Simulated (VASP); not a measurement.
# Ru (Fd-3m) in VASP: a series of runs

Ru is run at these levels: PBEsol; tasks: single point.

Program: VASP 6.6.1. These are calculated values, not measurements. Logs are shortened: lines on timing, memory, paths and dates and some standing lists are left out, and cuts for length are marked.

### Step 1. The cell of the first run

Symmetry: Fd-3m, No. 227, cubic system. The conventional cell has a = 5.167 Å, b = 5.167 Å, c = 5.167 Å, α = 90.00°, β = 90.00°, γ = 90.00°. Within 3.0 Å of Ru (site symmetry -43m) lie 4 Ru at 2.24 Å.

### Step 2. Single point, PBEsol (volume scaled by 0.88)

INCAR reads:

```
PREC = Accurate
ENCUT = 500
EDIFF = 1E-6
ISMEAR = -1
SIGMA = 0.1
LREAL = False
LASPH = True
NELM = 120
ALGO = Normal
ISIF = 2
LWAVE = False
LCHARG = False
GGA = PS
NBANDS = 21
GGA_COMPAT = False
```

KPOINTS reads:

```
Automatic mesh
0
Gamma
  11 11 11
```

POSCAR reads:

```
Ru
1.0
    0.0000000000      2.5833148640      2.5833148640
    2.5833148640      0.0000000000      2.5833148640
    2.5833148640      2.5833148640      0.0000000000
Ru
2
Direct
    0.1250000000      0.1250000000      0.1250000000
    0.8750000000      0.8750000000      0.8750000000
```

Potentials or basis: VASP PAW PBE potentials, release 64 (Ru_pv).

On the command line:

```bash
$ cat potpaw_PBE.64/Ru_pv/POTCAR > POTCAR
$ mpirun -np 1 vasp_std > vasp.out
```

OUTCAR:

```text
PREC = Accurate
   ENCUT = 500
   EDIFF = 1E-6
   ISMEAR = -1
   LREAL = False
   LASPH = True
   NELM = 120
   ISIF = 2
   GGA = PS

 ion  position               nearest neighbor table
   1  0.125  0.125  0.125-   2 2.24   2 2.24   2 2.24   2 2.24
   2  0.875  0.875  0.875-   1 2.24   1 2.24   1 2.24   1 2.24

  LATTYP: Found a face centered cubic cell.
 ALAT       =     5.1666297280

  Lattice vectors:

 A1 = (   0.0000000000,   2.5833148640,   2.5833148640)
 A2 = (   2.5833148640,   0.0000000000,   2.5833148640)
 A3 = (   2.5833148640,   2.5833148640,   0.0000000000)

Analysis of symmetry for initial positions (statically):
=====================================================================
 Subroutine PRICEL returns:
 Original cell was already a primitive cell.

 Routine SETGRP: Setting up the symmetry group for a
 face centered cubic supercell.

 Subroutine GETGRP returns: Found 48 space group operations
 (whereof 12 operations were pure point group operations)
 out of a pool of 48 trial point group operations.

The static configuration has the point symmetry D_3d.
 The point group associated with its full space group is O_h .

Analysis of symmetry for dynamics (positions and initial velocities):
=====================================================================
 Subroutine PRICEL returns:
 Original cell was already a primitive cell.

 Routine SETGRP: Setting up the symmetry group for a
 face centered cubic supercell.

 Subroutine GETGRP returns: Found 48 space group operations
 (whereof 12 operations were pure point group operations)
 out of a pool of 48 trial point group operations.

The dynamic configuration has the point symmetry D_3d.
 The point group associated with its full space group is O_h .

 Subroutine INISYM returns: Found 48 space group operations
 (whereof 12 operations are pure point group operations),
 and found     1 'primitive' translations

----------------------------------------------------------------------------------------

                                     Primitive cell

  volume of cell :      34.4796

  direct lattice vectors                    reciprocal lattice vectors
     0.000000000  2.583314864  2.583314864    -0.193549771  0.193549771  0.193549771
     2.583314864  0.000000000  2.583314864     0.193549771 -0.193549771  0.193549771
     2.583314864  2.583314864  0.000000000     0.193549771  0.193549771 -0.193549771

  length of vectors
     3.653358917  3.653358917  3.653358917     0.335238037  0.335238037  0.335238037

  position of ions in fractional coordinates (direct lattice)
     0.125000000  0.125000000  0.125000000
     0.875000000  0.875000000  0.875000000

  ion indices of the primitive-cell ions
   primitive index   ion index
                 1           1
                 2           2

----------------------------------------------------------------------------------------

 KPOINTS: Automatic mesh

Automatic generation of k-mesh.
 Grid dimensions read from file:
 generate k-points for:   11   11   11

 Generating k-lattice:

  Cartesian coordinates                     Fractional coordinates (reciprocal lattice)
    -0.017595434  0.017595434  0.017595434     0.090909091  0.000000000  0.000000000
     0.017595434 -0.017595434  0.017595434     0.000000000  0.090909091  0.000000000
     0.017595434  0.017595434 -0.017595434     0.000000000  0.000000000  0.090909091

  Length of vectors
     0.030476185  0.030476185  0.030476185

  Shift w.r.t. Gamma in fractional coordinates (k-lattice)
     0.000000000  0.000000000  0.000000000

 Subroutine IBZKPT returns following result:
 ===========================================

 Found     56 irreducible k-points:

 Following reciprocal coordinates:
            Coordinates               Weight
  0.000000  0.000000  0.000000      1.000000
  0.090909  0.000000  0.000000      8.000000
  0.181818  0.000000  0.000000      8.000000
  0.272727  0.000000  0.000000      8.000000
  0.363636  0.000000  0.000000      8.000000
  0.454545  0.000000  0.000000      8.000000
[... 16 lines left out ...]
 -0.272727  0.181818  0.000000     24.000000
 -0.181818  0.181818  0.000000     12.000000
 [... further k-points ...]
   k-points           NKPTS =     56   k-points in BZ     NKDIM =     56   number of bands    NBANDS=     21
   number of dos      NEDOS =    301   number of ions     NIONS =      2
   total plane-waves  NPLWV =  21952
   dimension x,y,z NGX =    28 NGY =   28 NGZ =   28
   dimension x,y,z NGXF=    56 NGYF=   56 NGZF=   56
   ions per type =               2
   NGX,Y,Z   is equivalent  to a cutoff of  12.74, 12.74, 12.74 a.u.
   NGXF,Y,Z  is equivalent  to a cutoff of  25.48, 25.48, 25.48 a.u.
 SYSTEM =  unknown system
   PREC   = accura    normal or accurate (medium, high low for compatibility)
   ISTART =      0    job   : 0-new  1-cont  2-samecut
   ICHARG =      2    charge: 1-file 2-atom 10-const
   ISPIN  =      1    spin polarized calculation?
   LNONCOLLINEAR =      F non collinear calculations
   LSORBIT =      F    spin-orbit coupling
   LASPH  =      T    aspherical Exc in radial PAW
   ENCUT  =  500.0 eV  36.75 Ry    6.06 a.u.   6.66  6.66  6.66*2*pi/ulx,y,z
   NELM   =    120;   NELMIN=  2; NELMDL= -5     # of ELM steps
   EDIFF  = 0.1E-05   stopping-criterion for ELM
   LREAL  =      F    real-space projection
   EDIFFG = 0.1E-04   stopping-criterion for IOM
   NSW    =      0    number of steps for IOM
   IBRION =     -1    ionic relax: 0-MD 1-quasi-New 2-CG
   NFREE  =      0    steps in history (QN), initial steepest desc. (CG)
   ISIF   =      2    stress and relaxation
   ISYM   =      2    0-nonsym 1-usesym 2-fastsym
   POTIM  = 0.5000    time-step for ionic-motion
   TEBEG  =    0.0;   TEEND  =   0.0 temperature during run
   PSTRESS=    0.0 pullay stress
   NELECT =      28.0000    total number of electrons
   NUPDOWN=      -1.0000    fix difference up-down
   EMIN   =  10.00;   EMAX   =-10.00  energy-range for DOS
   EFERMI =   0.00;   METHOD = LEGACY
   ISMEAR =    -1;   SIGMA  =   0.10  broadening in eV -4-tet -1-fermi 0-gaus
   EFERMI_NEDOS =   21; number of points for ismear=-14 and -15
   IALGO  =     38    algorithm
   IMIX   =      4    mixing-type and parameters
     AMIX     =   0.40;   BMIX     =  1.00
     AMIX_MAG =   1.60;   BMIX_MAG =  1.00
  volume/ion in A,a.u.               =      17.24       116.34
  Fermi-wavevector in a.u.,A,eV,Ry     =   1.527356  2.886284 31.739877  2.332815
  Thomas-Fermi vector in A             =   2.635263
   LORBIT       =      0    0 simple, 1 ext, 2 COOP (PROOUT), +10 PAW based schemes
   GGA     = PS    functional components
   LHFCALC =     F    Hartree Fock is set to
   AEXX    =    0.0000 exact exchange contribution
   IVDW    =     0    specifies the selected vdW correction
   LEPSILON=     F    determine dielectric tensor
   LRPA    =     F    only Hartree local field effects (RPA)
 non-spin polarized calculation
  energy-cutoff  :      500.00
  volume of cell :       34.48
 maximum number of plane-waves:       895
   NGX = 13   NGY = 13   NGZ = 13

 number of electron      27.9999989 magnetization

 Free energy of the ion-electron system (eV)
  ---------------------------------------------------
  ext. energy  EPLUGINS =         0.00000000
  ---------------------------------------------------
  free energy    TOTEN  =       -17.19115810 eV

  energy without entropy =      -17.13939257  energy(sigma->0) =      -17.16527533

 E-fermi :   9.0905     XC(G=0): -12.4216

 val. band max:        9.0854591031   @ k =   0.4545   0.2727   0.0909
 cond. band min:       9.1219473561   @ k =   0.3636   0.2727   0.0909
 fundamental gap:      0.0364882530
 Fermi energy:         9.0904902606

 k-point     1 :       0.0000    0.0000    0.0000
  band No.  band energies     occupation
      1     -34.5106      2.00000
      2     -34.5106      2.00000
      3     -34.5106      2.00000
      4     -33.1578      2.00000
      5     -33.1578      2.00000
      6     -33.1578      2.00000
[... 13 lines left out ...]
     20      22.0591      0.00000
     21      22.6281      0.00000

 k-point     2 :       0.0909    0.0000    0.0000
  band No.  band energies     occupation
      1     -34.5243      2.00000
      2     -34.5243      2.00000
      3     -34.5095      2.00000
      4     -33.1593      2.00000
      5     -33.1428      2.00000
      6     -33.1428      2.00000
[... 13 lines left out ...]
     20      20.9382      0.00000
     21      22.6423      0.00000

 k-point     3 :       0.1818    0.0000    0.0000
  band No.  band energies     occupation
      1     -34.5598      2.00000
      2     -34.5598      2.00000
      3     -34.5071      2.00000
      4     -33.1626      2.00000
      5     -33.1041      2.00000
      6     -33.1041      2.00000
[... 13 lines left out ...]
     20      19.7646      0.00000
     21      21.1842      0.00000

 k-point     4 :       0.2727    0.0000    0.0000
  band No.  band energies     occupation
      1     -34.6036      2.00000
      2     -34.6036      2.00000
      3     -34.5051      2.00000
      4     -33.1655      2.00000
      5     -33.0560      2.00000
      6     -33.0560      2.00000
[... 13 lines left out ...]
     20      19.7602      0.00000
     21      20.2963      0.00000

 k-point     5 :       0.3636    0.0000    0.0000
  band No.  band energies     occupation
      1     -34.6416      2.00000
      2     -34.6416      2.00000
      3     -34.5044      2.00000
      4     -33.1667      2.00000
      5     -33.0140      2.00000
      6     -33.0140      2.00000
[... 13 lines left out ...]
     20      19.7598      0.00000
     21      19.9748      0.00000
[... 382 lines left out ...]
     20      18.9831      0.00000
     21      19.7591      0.00000

 k-point    22 :      -0.3636    0.1818    0.0000
  band No.  band energies     occupation
      1     -34.7935      2.00000
      2     -34.6851      2.00000
      3     -34.3050      2.00000
      4     -33.3621      2.00000
      5     -32.9659      2.00000
      6     -32.8635      2.00000
[... 13 lines left out ...]
     20      19.7593      0.00000
     21      19.8053      0.00000

 k-point    23 :      -0.2727    0.1818    0.0000
  band No.  band energies     occupation
      1     -34.7618      2.00000
      2     -34.6450      2.00000
      3     -34.3525      2.00000
      4     -33.3149      2.00000
      5     -33.0100      2.00000
      6     -32.8959      2.00000
[... 13 lines left out ...]
     20      19.7599      0.00000
     21      19.7614      0.00000

 k-point    24 :      -0.1818    0.1818    0.0000
  band No.  band energies     occupation
      1     -34.7027      2.00000
      2     -34.6015      2.00000
      3     -34.4120      2.00000
      4     -33.2569      2.00000
      5     -33.0579      2.00000
      6     -32.9561      2.00000
[... 13 lines left out ...]
     20      19.7607      0.00000
     21      19.7615      0.00000

 [... further k-points ...]

------------------------ aborting loop because EDIFF is reached ----------------------------------------

  FORCE on cell =-STRESS in cart. coord.  units (eV):
  Direction    XX          YY          ZZ          XY          YZ          ZX
  --------------------------------------------------------------------------------------
  -------------------------------------------------------------------------------------
  Total        6.9259616      6.9259616      6.9259616     -0.0000000     -0.0000000     -0.0000000
  in kB      321.8315630    321.8315630    321.8315630     -0.0000000     -0.0000000     -0.0000000
  external PRESSURE =     321.8315630 kB  Pullay stress =       0.0000000 kB

 VOLUME and BASIS-vectors are now :
 -----------------------------------------------------------------------------
  energy-cutoff  :      500.00
  volume of cell :       34.48
      direct lattice vectors                 reciprocal lattice vectors
     0.000000000  2.583314864  2.583314864    -0.193549771  0.193549771  0.193549771
     2.583314864  0.000000000  2.583314864     0.193549771 -0.193549771  0.193549771
     2.583314864  2.583314864  0.000000000     0.193549771  0.193549771 -0.193549771

 POSITION                                       TOTAL-FORCE (eV/Angst)
 -----------------------------------------------------------------------------------
      0.64583      0.64583      0.64583         0.000000     -0.000000      0.000000
      4.52080      4.52080      4.52080        -0.000000      0.000000     -0.000000
 -----------------------------------------------------------------------------------
    total drift:                                0.000000     -0.000000     -0.000000

  FREE ENERGIE OF THE ION-ELECTRON SYSTEM (eV)
  ---------------------------------------------------
  free  energy   TOTEN  =       -17.1911580951 eV

  energy  without entropy=      -17.1393925722  energy(sigma->0) =      -17.16527533
```

Wall time 63 s (1 thread of Intel Xeon 8259CL, shared host); peak memory 0.17 GiB.

What came out:

```
Free energy            : -17.1912 eV
Pressure               : 32.2 GPa
Band gap on the k mesh : zero (band 14 reaches 9.48 eV, above the bottom of band 15 at 8.49 eV)
```

Levels at points of the mesh, in eV from the Fermi level:
| k point | band 11 | band 12 | band 13 | band 14 | band 15 | band 16 | band 17 | band 18 |
| --- | --- | --- | --- | --- | --- | --- | --- | --- |
| (0.00, 0.00, 0.00) | -3.78 | -3.78 | -0.55 | -0.55 | -0.55 | 2.42 | 2.42 | 10.67 |

Caveat: the PAW data sets were made with another functional, which shifts forces and pressure a little.

### Step 3. Single point, PBEsol (volume scaled by 0.92)

INCAR reads:

```
ALGO = Normal ; EDIFF = 1E-6
ENCUT = 500 ; GGA = PS
GGA_COMPAT = F ; ISIF = 2
ISMEAR = -1 ; LASPH = T
LCHARG = F ; LREAL = F
LWAVE = F ; NBANDS = 21
NELM = 120 ; PREC = Accurate
SIGMA = 0.1
```

KPOINTS reads:

```
k-points
0
Gamma
  11 11 11
```

POSCAR reads:

```
Ru
1.0
    0.0000000000      2.6218774875      2.6218774875
    2.6218774875      0.0000000000      2.6218774875
    2.6218774875      2.6218774875      0.0000000000
Ru
2
Direct
    0.1250000000      0.1250000000      0.1250000000
    0.8750000000      0.8750000000      0.8750000000
```

Potentials or basis: VASP PAW PBE potentials, release 64 (Ru_pv).

On the command line:

```bash
$ cat potpaw_PBE.64/Ru_pv/POTCAR > POTCAR
$ mpirun -np 1 vasp_std > vasp.out
```

OUTCAR:

```text
EDIFF = 1E-6
   ENCUT = 500
   GGA = PS
   ISIF = 2
   ISMEAR = -1
   LASPH = T
   LREAL = F
   NELM = 120
   PREC = Accurate

 ion  position               nearest neighbor table
   1  0.125  0.125  0.125-   2 2.27   2 2.27   2 2.27   2 2.27
   2  0.875  0.875  0.875-   1 2.27   1 2.27   1 2.27   1 2.27

  LATTYP: Found a face centered cubic cell.
 ALAT       =     5.2437549750

  Lattice vectors:

 A1 = (   0.0000000000,   2.6218774875,   2.6218774875)
 A2 = (   2.6218774875,   0.0000000000,   2.6218774875)
 A3 = (   2.6218774875,   2.6218774875,   0.0000000000)

Analysis of symmetry for initial positions (statically):
=====================================================================
 Subroutine PRICEL returns:
 Original cell was already a primitive cell.

 Routine SETGRP: Setting up the symmetry group for a
 face centered cubic supercell.

 Subroutine GETGRP returns: Found 48 space group operations
 (whereof 12 operations were pure point group operations)
 out of a pool of 48 trial point group operations.

[... 157 lines left out ...]
  ext. energy  EPLUGINS =         0.00000000
  ---------------------------------------------------
  free energy    TOTEN  =       -17.44027513 eV

  energy without entropy =      -17.38579203  energy(sigma->0) =      -17.41303358

 E-fermi :   8.4448     XC(G=0): -12.1724

 val. band max:        8.4397565077   @ k =   0.4545   0.2727   0.0909
 cond. band min:       8.4765466871   @ k =   0.3636   0.2727   0.0909
 fundamental gap:      0.0367901795
 Fermi energy:         8.4448118661

 k-point     1 :       0.0000    0.0000    0.0000
  band No.  band energies     occupation
      1     -34.9999      2.00000
      2     -34.9999      2.00000
      3     -34.9999      2.00000
      4     -33.7946      2.00000
      5     -33.7946      2.00000
      6     -33.7946      2.00000
[... 565 lines left out ...]
     20      19.1368      0.00000
     21      19.1376      0.00000

 [... further k-points ...]

------------------------ aborting loop because EDIFF is reached ----------------------------------------

  FORCE on cell =-STRESS in cart. coord.  units (eV):
  Direction    XX          YY          ZZ          XY          YZ          ZX
  --------------------------------------------------------------------------------------
  -------------------------------------------------------------------------------------
  Total        4.2864883      4.2864883      4.2864883      0.0000000      0.0000000      0.0000000
  in kB      190.5219616    190.5219616    190.5219616      0.0000000      0.0000000      0.0000000
  external PRESSURE =     190.5219616 kB  Pullay stress =       0.0000000 kB

 VOLUME and BASIS-vectors are now :
 -----------------------------------------------------------------------------
  energy-cutoff  :      500.00
  volume of cell :       36.05
      direct lattice vectors                 reciprocal lattice vectors
     0.000000000  2.621877487  2.621877487    -0.190703037  0.190703037  0.190703037
     2.621877487  0.000000000  2.621877487     0.190703037 -0.190703037  0.190703037
     2.621877487  2.621877487  0.000000000     0.190703037  0.190703037 -0.190703037

 POSITION                                       TOTAL-FORCE (eV/Angst)
 -----------------------------------------------------------------------------------
      0.65547      0.65547      0.65547        -0.000000      0.000000     -0.000000
      4.58829      4.58829      4.58829         0.000000     -0.000000      0.000000
 -----------------------------------------------------------------------------------
    total drift:                                0.000000     -0.000000     -0.000000

  FREE ENERGIE OF THE ION-ELECTRON SYSTEM (eV)
  ---------------------------------------------------
  free  energy   TOTEN  =       -17.4402751275 eV

  energy  without entropy=      -17.3857920328  energy(sigma->0) =      -17.41303358
```

It took 57 s on 1 thread of Intel Xeon 8259CL, shared host; peak memory 0.17 GiB.

Results:

- Free energy: -17.4403 eV
- Pressure: 19.1 GPa
- Band gap on the k mesh: zero (band 14 reaches 8.81 eV, above the bottom of band 15 at 7.86 eV)

Caveat: the PAW data sets were made with another functional, which shifts forces and pressure a little.

### Step 4. Single point, PBEsol (volume scaled by 0.96)

INCAR reads:

```
ALGO = Normal
EDIFF = 1E-6
ENCUT = 500
GGA = PS
GGA_COMPAT = F
ISIF = 2
ISMEAR = -1
LASPH = T
LCHARG = F
LREAL = F
LWAVE = F
NBANDS = 21
NELM = 120
PREC = Accurate
SIGMA = 0.1
```

KPOINTS is that of step 3.

POSCAR reads:

```
Ru
1.0
    0.0000000000      2.6593379413      2.6593379413
    2.6593379413      0.0000000000      2.6593379413
    2.6593379413      2.6593379413      0.0000000000
Ru
2
Direct
    0.1250000000      0.1250000000      0.1250000000
    0.8750000000      0.8750000000      0.8750000000
```

On the command line:

```bash
$ cat potpaw_PBE.64/Ru_pv/POTCAR > POTCAR
$ mpirun -np 1 vasp_std > vasp.out
```

It took 60 s on 1 thread of Intel Xeon 8259CL, shared host; peak memory 0.17 GiB.

The run converged. Its results:

```
Free energy            : -17.5747 eV
Pressure               : 8.6 GPa
Band gap on the k mesh : zero (band 14 reaches 8.20 eV, above the bottom of band 15 at 7.30 eV)
```

Levels at points of the mesh, in eV from the Fermi level:
```tsv
k point	band 11	band 12	band 13	band 14	band 15	band 16	band 17	band 18
(0.00, 0.00, 0.00)	-3.46	-3.46	-0.51	-0.51	-0.51	2.11	2.11	10.71
```

Caveat: the PAW data sets were made with another functional, which shifts forces and pressure a little.

### Step 5. Overview

| cell | gap on the mesh (eV) | pressure (GPa) |
| --- | --- | --- |
| a = 3.653 Å, angles 60.0°, 2 atoms | none | 32.2 |
| a = 3.708 Å, angles 60.0°, 2 atoms | none | 19.1 |
| a = 3.761 Å, angles 60.0°, 2 atoms | none | 8.6 |

Alike in all rows: task single point; level PBEsol; potentials or basis VASP PAW PBE potentials, release 64 (Ru_pv); no spin polarisation; k mesh 11 × 11 × 11; cutoff (eV) 500; smearing fermi-dirac 0.1 eV.

Caveats: the PAW data sets were made with another functional, which shifts forces and pressure a little.

Total energies depend on the potentials used, so only differences within one code and one set of settings carry meaning.
